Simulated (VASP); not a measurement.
# B3N2 (R-3m) in VASP: notebook, part 2 of 2

VASP 6.6.1. The steps go on from the part before.

**5. Relaxation of cell and atoms, PBE**

INCAR

```
PREC = Accurate ; ENCUT = 600
EDIFF = 1E-6 ; ISMEAR = 0
SIGMA = 0.1 ; LREAL = False
LASPH = True ; NELM = 80
ALGO = Normal ; ISIF = 3
LWAVE = False ; LCHARG = False
GGA = PE ; IBRION = 2
NSW = 90 ; EDIFFG = -0.04
```

KPOINTS

```
Automatic mesh
0
Gamma
  12 12 12
```

POSCAR

```
B3N2
1.0
    1.2358473047      0.7135167741      5.3828996286
   -1.2358473047      0.7135167741      5.3828996286
    0.0000000000     -1.4270335481      5.3828996286
B N
3 2
Direct
    0.0000000000      0.0000000000      0.0000000000
    0.2098285052      0.2098285052      0.2098285052
    0.7901714948      0.7901714948      0.7901714948
    0.3975674635      0.3975674635      0.3975674635
    0.6024325365      0.6024325365      0.6024325365
```

Potentials or basis: VASP PAW PBE potentials, release 64 (B, N).

The run is started by

```sh
$ cat potpaw_PBE.64/B/POTCAR potpaw_PBE.64/N/POTCAR > POTCAR
$ mpirun -np 1 vasp_std > vasp.out
```

OUTCAR:

```text
PREC = Accurate
   ENCUT = 600
   EDIFF = 1E-6
   ISMEAR = 0
   LREAL = False
   LASPH = True
   NELM = 80
   ISIF = 3
   GGA = PE
   IBRION = 2
   NSW = 90
   EDIFFG = -0.04

 ion  position               nearest neighbor table
   1  0.000  0.000  0.000-   5 1.76   5 1.76   4 1.76   4 1.76   5 1.76   4 1.76
   2  0.210  0.210  0.210-   5 1.72   5 1.72   5 1.72   3 1.99   3 1.99   3 1.99
   3  0.790  0.790  0.790-   4 1.72   4 1.72   4 1.72   2 1.99   2 1.99   2 1.99
   4  0.398  0.398  0.398-   3 1.72   3 1.72   3 1.72   1 1.76   1 1.76   1 1.76
   5  0.602  0.602  0.602-   2 1.72   2 1.72   2 1.72   1 1.76   1 1.76   1 1.76

  LATTYP: Found a trigonal (rhomboedric) cell.
 ALAT       =     5.5688448676
 COS(alpha) =     0.9015015525

  Lattice vectors:

 A1 = (   1.2358473047,   0.7135167741,   5.3828996286)
 A2 = (  -1.2358473047,   0.7135167741,   5.3828996286)
 A3 = (   0.0000000000,  -1.4270335481,   5.3828996286)

Analysis of symmetry for initial positions (statically):
=====================================================================
 Subroutine PRICEL returns:
 Original cell was already a primitive cell.

 Routine SETGRP: Setting up the symmetry group for a
 trigonal (rhombohedral) supercell.

 Subroutine GETGRP returns: Found 12 space group operations
 (whereof 12 operations were pure point group operations)
 out of a pool of 12 trial point group operations.

The static configuration has the point symmetry D_3d.

Analysis of symmetry for dynamics (positions and initial velocities):
=====================================================================
 Subroutine PRICEL returns:
 Original cell was already a primitive cell.

 Routine SETGRP: Setting up the symmetry group for a
 trigonal (rhombohedral) supercell.

 Subroutine GETGRP returns: Found 12 space group operations
 (whereof 12 operations were pure point group operations)
 out of a pool of 12 trial point group operations.

The dynamic configuration has the point symmetry D_3d.

 Subroutine INISYM returns: Found 12 space group operations
 (whereof 12 operations are pure point group operations),
 and found     1 'primitive' translations

----------------------------------------------------------------------------------------

                                     Primitive cell

  volume of cell :      28.4798

  direct lattice vectors                    reciprocal lattice vectors
     1.235847305  0.713516774  5.382899629     0.404580726  0.233584791  0.061924494
    -1.235847305  0.713516774  5.382899629    -0.404580726  0.233584791  0.061924494
     0.000000000 -1.427033548  5.382899629     0.000000000 -0.467169582  0.061924494

  length of vectors
     5.568844868  5.568844868  5.568844868     0.471255835  0.471255835  0.471255835

  position of ions in fractional coordinates (direct lattice)
     0.000000000  0.000000000  0.000000000
     0.209828505  0.209828505  0.209828505
     0.790171495  0.790171495  0.790171495
     0.397567464  0.397567464  0.397567464
     0.602432536  0.602432536  0.602432536

  ion indices of the primitive-cell ions
   primitive index   ion index
                 1           1
                 2           2
                 3           3
                 4           4
[... 60 lines left out ...]
   ions per type =               3   2
   NGX,Y,Z   is equivalent  to a cutoff of  14.33, 14.33, 14.33 a.u.
   NGXF,Y,Z  is equivalent  to a cutoff of  28.66, 28.66, 28.66 a.u.
 SYSTEM =  unknown system
   PREC   = accura    normal or accurate (medium, high low for compatibility)
   ISTART =      0    job   : 0-new  1-cont  2-samecut
   ICHARG =      2    charge: 1-file 2-atom 10-const
   ISPIN  =      1    spin polarized calculation?
   LNONCOLLINEAR =      F non collinear calculations
   LSORBIT =      F    spin-orbit coupling
   LASPH  =      T    aspherical Exc in radial PAW
   ENCUT  =  600.0 eV  44.10 Ry    6.64 a.u.  11.12 11.12 11.12*2*pi/ulx,y,z
   NELM   =     80;   NELMIN=  2; NELMDL= -5     # of ELM steps
   EDIFF  = 0.1E-05   stopping-criterion for ELM
   LREAL  =      F    real-space projection
   EDIFFG = -.4E-01   stopping-criterion for IOM
   NSW    =     90    number of steps for IOM
   IBRION =      2    ionic relax: 0-MD 1-quasi-New 2-CG
   NFREE  =      1    steps in history (QN), initial steepest desc. (CG)
   ISIF   =      3    stress and relaxation
   ISYM   =      2    0-nonsym 1-usesym 2-fastsym
   POTIM  = 0.5000    time-step for ionic-motion
   TEBEG  =    0.0;   TEEND  =   0.0 temperature during run
   PSTRESS=    0.0 pullay stress
   NELECT =      19.0000    total number of electrons
   NUPDOWN=      -1.0000    fix difference up-down
   EMIN   =  10.00;   EMAX   =-10.00  energy-range for DOS
   EFERMI =   0.00;   METHOD = LEGACY
   ISMEAR =     0;   SIGMA  =   0.10  broadening in eV -4-tet -1-fermi 0-gaus
   EFERMI_NEDOS =   21; number of points for ismear=-14 and -15
   IALGO  =     38    algorithm
   IMIX   =      4    mixing-type and parameters
     AMIX     =   0.40;   BMIX     =  1.00
     AMIX_MAG =   1.60;   BMIX_MAG =  1.00
  volume/ion in A,a.u.               =       5.70        38.44
  Fermi-wavevector in a.u.,A,eV,Ry     =   1.430476  2.703207 27.841072  2.046261
  Thomas-Fermi vector in A             =   2.550317
   LORBIT       =      0    0 simple, 1 ext, 2 COOP (PROOUT), +10 PAW based schemes
   GGA     = PE    functional components
   LHFCALC =     F    Hartree Fock is set to
   AEXX    =    0.0000 exact exchange contribution
   IVDW    =     0    specifies the selected vdW correction
   LEPSILON=     F    determine dielectric tensor
   LRPA    =     F    only Hartree local field effects (RPA)
 conjugate gradient relaxation of ions
 non-spin polarized calculation
 Gauss-broadening in eV      SIGMA  =   0.10
  energy-cutoff  :      600.00
  volume of cell :       28.48
 maximum number of plane-waves:       971
 NGX is ok and might be reduce to    48
   NGX = 23   NGY = 23   NGZ = 23

--------------------------------------- Ionic step        1  -------------------------------------------

 number of electron      19.0000001 magnetization

 Free energy of the ion-electron system (eV)
  ---------------------------------------------------
  ext. energy  EPLUGINS =         0.00000000
  ---------------------------------------------------
  free energy    TOTEN  =       -33.23519973 eV

  energy without entropy =      -33.23326820  energy(sigma->0) =      -33.23423397

------------------------ aborting loop because EDIFF is reached ----------------------------------------

  FORCE on cell =-STRESS in cart. coord.  units (eV):
  Direction    XX          YY          ZZ          XY          YZ          ZX
  --------------------------------------------------------------------------------------
  -------------------------------------------------------------------------------------
  Total       -0.1406576     -0.1406576      0.2424067      0.0000000      0.0000000      0.0000000
  in kB       -7.9129277     -7.9129277     13.6369920      0.0000000      0.0000000      0.0000000
  external PRESSURE =      -0.7296212 kB  Pullay stress =       0.0000000 kB
[... 65 lines left out ...]
--------------------------------------- Ionic step        3  -------------------------------------------

 number of electron      19.0000001 magnetization

 Free energy of the ion-electron system (eV)
  ---------------------------------------------------
  ext. energy  EPLUGINS =         0.00000000
  ---------------------------------------------------
  free energy    TOTEN  =       -33.23577904 eV

  energy without entropy =      -33.23385821  energy(sigma->0) =      -33.23481863

 E-fermi :  11.1119     XC(G=0): -13.3481

 val. band max:       11.0712090537   @ k =  -0.2500   0.3333   0.2500
 cond. band min:      11.1177647000   @ k =  -0.4167   0.1667   0.1667
 fundamental gap:      0.0465556463
 Fermi energy:        11.1118566843

 k-point     1 :       0.0000    0.0000    0.0000
  band No.  band energies     occupation
      1     -12.4726      2.00000
      2      -9.8290      2.00000
      3      -4.2561      2.00000
      4       4.3691      2.00000
      5       4.6809      2.00000
      6       8.2878      2.00000
      7       8.2878      2.00000
      8       8.4624      2.00000
      9       8.4624      2.00000
     10      15.8201      0.00000
     11      15.8201      0.00000
     12      16.5944      0.00000
     13      16.5944      0.00000
[... 354 lines left out ...]
  band No.  band energies     occupation
      1      -7.2416      2.00000
      2      -5.9438      2.00000
      3      -2.1148      2.00000
      4      -1.4405      2.00000
      5       1.7311      2.00000
      6       2.0862      2.00000
      7       3.6371      2.00000
      8       4.0609      2.00000
      9       6.7746      2.00000
     10       9.8282      2.00000
     11      13.5086      0.00000
     12      14.2484      0.00000
     13      15.3635      0.00000

 [... further k-points ...]
[... 5 lines left out ...]
  --------------------------------------------------------------------------------------
  -------------------------------------------------------------------------------------
  Total       -0.0098204     -0.0098204     -0.0473205      0.0000000     -0.0000000      0.0000000
  in kB       -0.5526001     -0.5526001     -2.6627451      0.0000000     -0.0000000      0.0000000
  external PRESSURE =      -1.2559818 kB  Pullay stress =       0.0000000 kB
[... 20 lines left out ...]
  FREE ENERGIE OF THE ION-ELECTRON SYSTEM (eV)
  ---------------------------------------------------
  free  energy   TOTEN  =       -33.2357790420 eV

  energy  without entropy=      -33.2338582128  energy(sigma->0) =      -33.23481863

 reached required accuracy - stopping structural energy minimisation
```

CONTCAR:

```text
B3N2
   1.00000000000000
     1.2347630390204902    0.7128907730180283    5.3910385820319142
    -1.2347630390204902    0.7128907730180283    5.3910385820319142
     0.0000000000000000   -1.4257815459359930    5.3910385820318938
  B               N
     3     2
Direct
     0.0000000000000000    0.0000000000000000    0.0000000000000000
     0.2097377971424025    0.2097377971424025    0.2097377971424025
     0.7902622028575975    0.7902622028575975    0.7902622028575975
     0.3974117641673944    0.3974117641673944    0.3974117641673944
     0.6025882358326056    0.6025882358326056    0.6025882358326056

  0.00000000E+00  0.00000000E+00  0.00000000E+00
  0.00000000E+00  0.00000000E+00  0.00000000E+00
  0.00000000E+00  0.00000000E+00  0.00000000E+00
  0.00000000E+00  0.00000000E+00  0.00000000E+00
  0.00000000E+00  0.00000000E+00  0.00000000E+00
```

It took 4.2 min on 1 thread of Intel Xeon 6975P-C (Granite Rapids), shared host; peak memory 0.37 GiB.

Results:

| Quantity | Value |
| --- | --- |
| Free energy | -33.2358 eV |
| Relaxed volume | 5.69 Å³/atom |
| Relaxed cell | a = 5.576 Å, b = 5.576 Å, c = 5.576 Å, α = 25.59°, β = 25.59°, γ = 25.59° |
| Space group after relaxing (to 0.05 Å) | R-3m (No. 166) |
| Energy gained by relaxing | 0.1 meV/atom |
| Ionic steps | 3 |
| Pressure after relaxing | -0.1 GPa |
| Largest force after relaxing | 0.023 eV/Å |

Forces in eV/Å, atoms in the order of the input:
```
B    0.000  0.000  0.000
B    0.000  0.000  0.019
B    0.000  0.000 -0.019
N    0.000  0.000 -0.023
N    0.000  0.000  0.023
```

Stress tensor (GPa, compression positive):
```
-0.06  0.00  0.00
 0.00 -0.06  0.00
 0.00  0.00 -0.27
```

The path:
| step | energy change (eV) | largest force (eV/Å) | pressure (GPa) | volume (Å³) |
| --- | --- | --- | --- | --- |
| 1 | 0.0000 | 0.0805 | -0.07 | 28.48 |
| 2 | -0.0004 | 0.0543 | -0.13 | 28.47 |
| 3 | -0.0006 | 0.0227 | -0.13 | 28.47 |

Final structure:
```cif
data_structure
_symmetry_space_group_name_H-M 'P 1'
_symmetry_Int_Tables_number 1
_cell_length_a 5.5764
_cell_length_b 5.5764
_cell_length_c 5.5764
_cell_angle_alpha 25.586
_cell_angle_beta 25.586
_cell_angle_gamma 25.586
_cell_volume 28.47
loop_
_atom_site_label
_atom_site_type_symbol
_atom_site_fract_x
_atom_site_fract_y
_atom_site_fract_z
_atom_site_occupancy
B1 B 0.00000 0.00000 0.00000 1
B2 B 0.20974 0.20974 0.20974 1
B3 B 0.79026 0.79026 0.79026 1
N1 N 0.39741 0.39741 0.39741 1
N2 N 0.60259 0.60259 0.60259 1
```

Levels at points of the mesh, in eV from the Fermi level:
| k point | band 7 | band 8 | band 9 | band 10 | band 11 | band 12 |
| --- | --- | --- | --- | --- | --- | --- |
| (0.00, 0.00, 0.00) | -2.82 | -2.65 | -2.65 | 4.71 | 4.71 | 5.48 |
| (0.50, 0.00, 0.00) | -6.50 | -4.91 | -4.04 | -1.40 | 1.41 | 2.46 |
| (0.50, 0.50, 0.00) | -6.78 | -5.68 | -4.28 | -0.15 | 1.22 | 2.20 |
| (0.50, 0.50, 0.50) | -2.75 | -2.72 | -2.72 | 3.86 | 3.86 | 6.16 |

**6. The runs side by side**

| task | cell | k mesh | cutoff (eV) | gap on the mesh (eV) | pressure (GPa) | largest force (eV/Å) |
| --- | --- | --- | --- | --- | --- | --- |
| single point | a = 5.578 Å, angles 25.6°, 5 atoms | 12 × 12 × 12 | 520 | none | -0.1 | 0.03 |
| single point | a = 6.135 Å, angles 24.2°, 5 atoms | 12 × 12 × 12 | 520 | none | -38.9 | 1.38 |
| single point | a = 5.577 Å, angles 25.6°, 5 atoms | 18 × 18 × 18 | 520 | none | -0.1 | - |
| relaxation of cell and atoms | relaxed from a = 5.569 Å, angles 25.6°, 5 atoms | 12 × 12 × 12 | 600 | none | -0.1 | 0.02 |

Alike in all rows: level PBE; potentials or basis VASP PAW PBE potentials, release 64 (B, N); no spin polarisation; smearing gaussian 0.1 eV.

Caveats: forces of over 1 eV/Å act on the atoms, so gaps and moduli don't describe the material at rest (some runs).

Absolute energies hang on the potentials; compare differences alone.
